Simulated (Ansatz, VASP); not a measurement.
# Mn: VASP beside Ansatz

```
Mn
1.0
     2.25296    0.00000    0.00000
     0.00000    2.25296    0.00000
     0.00000    0.00000    2.25296
Mn
1
Direct
  0.00000 0.00000 0.00000
```

Alike in both runs: functional PBEsol; k mesh 13 × 13 × 13; occupations fermi-dirac, width 0.05 eV; collinear spin.

Ansatz relaxed the structure, and its values are those at the end. VASP's run is a single point on that final structure, the one shown.

```csv
,VASP,Ansatz
version,VASP 6.6.1,Ansatz 0.2.0
potentials or method,"VASP PAW PBE potentials, release 64 (Mn_pv), cutoff 520 eV","plane waves (420 eV) with PAW, scalar-relativistic"
valence electrons in the cell,13,15
```

VASP gave:

* pressure (GPa): 0.4
* net moment per atom (μB): 0.26
* size of the moment on the site where the two differ most (μB): 0.25

Question: What did Ansatz give for the same quantities?

Answer: Pressure (GPa): 0.0; net moment per atom (μB): 0.25; size of the moment on the site where the two differ most (μB): 0.23.

VASP's potentials were made for PBE, not for PBEsol, and Ansatz warns of the same on its side. Site moments also hang on the region over which each program counts them. With one functional, cell and mesh, what is left measures potentials, basis and numerics. VASP's potentials hold 13 valence electrons a cell and Ansatz's 15, so a difference there can come from the potentials and not from the codes. Ansatz's warnings: seeded moment not kept.
